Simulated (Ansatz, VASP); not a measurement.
# Zr5AlN6: VASP beside Ansatz

```
Zr Al N
1.0
     3.14573    0.00000    0.00000
    -1.57286    2.72428    0.00000
     0.00000    0.00000   16.37257
Zr Al N
5 1 6
Cartesian
  0.0000 1.8162 0.0000
  0.0000 1.8162 5.5110
  0.0000 1.8162 10.8616
  1.5729 0.9081 2.7807
  1.5729 0.9081 13.5919
  1.5729 0.9081 8.1863
  0.0000 0.0000 14.9848
  0.0000 0.0000 4.1448
  0.0000 0.0000 9.4321
  0.0000 0.0000 1.3878
  0.0000 0.0000 6.9405
  0.0000 0.0000 12.2278
```

Alike in both runs: functional PBE; k mesh 12 × 12 × 4; occupations gaussian, width 0.1 eV; no spin polarisation.

Ansatz relaxed the structure, and its values are those at the end. VASP's run is a single point on that final structure, the one shown.

```csv
,VASP,Ansatz
version,VASP 6.6.1,Ansatz 0.2.0
potentials or method,"VASP PAW PBE potentials, release 64 (Zr_sv, Al, N), cutoff 520 eV","scalar-relativistic, plane waves, PAW"
valence electrons in the cell,93,93
```

```tsv
	VASP	Ansatz	Ansatz less VASP
gap on the k mesh at the Fermi level (eV)	none	none	-
pressure (GPa)	0.2	0.0	-0.20
rms of the force components (eV/Å)	0.004	0.000	-0.0041
```

A gap of «none» marks a metal or a gap that the smearing closes. With one functional, cell and mesh, what is left measures potentials, basis and numerics.
